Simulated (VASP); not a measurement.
# Pt: single point with PBEsol

Crystal: Pt.

```xyz
1
Lattice="2.8679 0.0000 0.0000 0.0000 2.8679 0.0000 1.4340 1.4340 1.8794" Properties=species:S:1:pos:R:3 pbc="T T T"
Pt    0.0000    0.0000    0.0000
```

```
Program             : VASP 6.6.1
Task                : single point
Functional          : PBEsol
Potentials or basis : VASP PAW PBE potentials, release 64 (Pt)
Cutoff              : 520 eV
k mesh              : 12 × 12 × 18
Occupations         : gaussian, width 0.1 eV
Spin                : no spin polarisation
```

```yaml
Pressure: -7.3 GPa
Band_gap_on_the_k_mesh: zero (band 5 reaches 11.37 eV, above the bottom of band 6 at 9.00 eV)
```

Stress tensor (GPa, compression positive):
```
-8.90 -0.02 -0.02
-0.02 -8.90 -0.02
-0.02 -0.02 -4.14
```

Levels at points of the mesh, in eV from the Fermi level:
```
           k point  band 1  band 2  band 3  band 4  band 5  band 6  band 7  band 8  band 9  band 10
(0.00, 0.00, 0.00)  -10.00   -3.87   -3.87   -3.05   -2.05   -1.11   14.81   18.90   18.90    20.88
(0.50, 0.00, 0.00)   -7.09   -4.11   -3.24   -0.41   -0.17    0.29    5.68   14.12   18.07    19.74
(0.00, 0.50, 0.00)   -7.09   -4.11   -3.24   -0.41   -0.17    0.29    5.68   14.12   18.07    19.74
(0.50, 0.50, 0.00)   -6.86   -6.33   -0.02    0.14    0.77    1.32    7.99   11.54   12.04    20.34
(0.00, 0.00, 0.50)   -6.73   -6.38    0.02    0.51    0.51    2.80    9.88   10.38   10.38    19.14
(0.50, 0.00, 0.50)   -7.08   -4.11   -3.24   -0.41   -0.17    0.28    5.68   14.13   18.07    19.74
(0.00, 0.50, 0.50)   -7.08   -4.11   -3.24   -0.41   -0.17    0.28    5.68   14.13   18.07    19.74
(0.50, 0.50, 0.50)   -6.86   -6.33   -0.02    0.14    0.77    1.32    7.99   11.54   12.04    20.34
```

Run time: 120 s on 1 thread of Intel(R) Xeon(R) Platinum 8375C CPU @ 2.90GHz (Ice Lake), with other jobs on the host, peak memory 0.33 GiB.

Caveat: the PAW data sets were made with another functional, which shifts forces and pressure a little; spin-orbit coupling is left out, which moves the levels of the heavy elements.
